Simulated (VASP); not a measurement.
A run of VASP 6.6.1:

Contents of POSCAR:

```
Bi
1.0
    0.0000000000      3.5479340989      3.5479340989
    3.5479340989      0.0000000000      3.5479340989
    3.5479340989      3.5479340989      0.0000000000
Bi
2
Direct
    0.0000000000      0.0000000000      0.0000000000
    0.2500000000      0.2500000000      0.2500000000
```

The input INCAR.step1:

```
SYSTEM = Bi
ALGO     = Normal         ! electronic algorithm
EDIFF    = 1E-4           ! SCF threshold, eV
ENCUT    = 520            ! plane-wave cutoff, eV
GGA      = PE             ! functional
ISMEAR   = -1             ! smearing method
LASPH    = .TRUE.         ! aspherical terms in the spheres
LCHARG   = .FALSE.        ! write CHGCAR
LREAL    = .FALSE.        ! projectors in reciprocal space
LWAVE    = .TRUE.         ! write WAVECAR
NBANDS   = 22             ! bands
NELM     = 60             ! most SCF steps
PREC     = Accurate       ! precision mode
SIGMA    = 0.1            ! smearing width, eV
```

The input INCAR.step2:

```
SYSTEM = Bi
ALGO     = Normal         ! electronic algorithm
EDIFF    = 1E-7           ! SCF threshold, eV
ENCUT    = 520            ! plane-wave cutoff, eV
ISIF     = 2              ! what is computed and relaxed
ISMEAR   = -1             ! smearing method
ISTART   = 1            
LASPH    = .TRUE.         ! aspherical terms in the spheres
LCHARG   = .FALSE.        ! write CHGCAR
LMIXTAU  = .TRUE.       
LREAL    = .FALSE.        ! projectors in reciprocal space
LWAVE    = .FALSE.        ! write WAVECAR
METAGGA  = R2SCAN         ! meta-GGA
NBANDS   = 22             ! bands
NELM     = 60             ! most SCF steps
PREC     = Accurate       ! precision mode
SIGMA    = 0.1            ! smearing width, eV
```

KPOINTS

```
k-points
0
G
  8 8 8
  0 0 0
```

Potentials or basis: VASP PAW PBE potentials, release 64 (Bi_d).

Run with:

```console
$ cat potpaw_PBE.64/Bi_d/POTCAR > POTCAR
$ cp INCAR.step1 INCAR
$ mpirun -np 1 vasp_std > vasp.out
$ cp INCAR.step2 INCAR
$ mpirun -np 1 vasp_std > vasp.out
```

Hardware: 1 thread of Intel(R) Xeon(R) Platinum 8259CL CPU @ 2.50GHz (Skylake/Cascade Lake), with other jobs on the host.

Problem. How long does it take, and how much memory?

Solution. It took 3.1 min on 1 thread of Intel(R) Xeon(R) Platinum 8259CL CPU @ 2.50GHz (Skylake/Cascade Lake), with other jobs on the host, peak memory 0.27 GiB. Counts: k points 29.
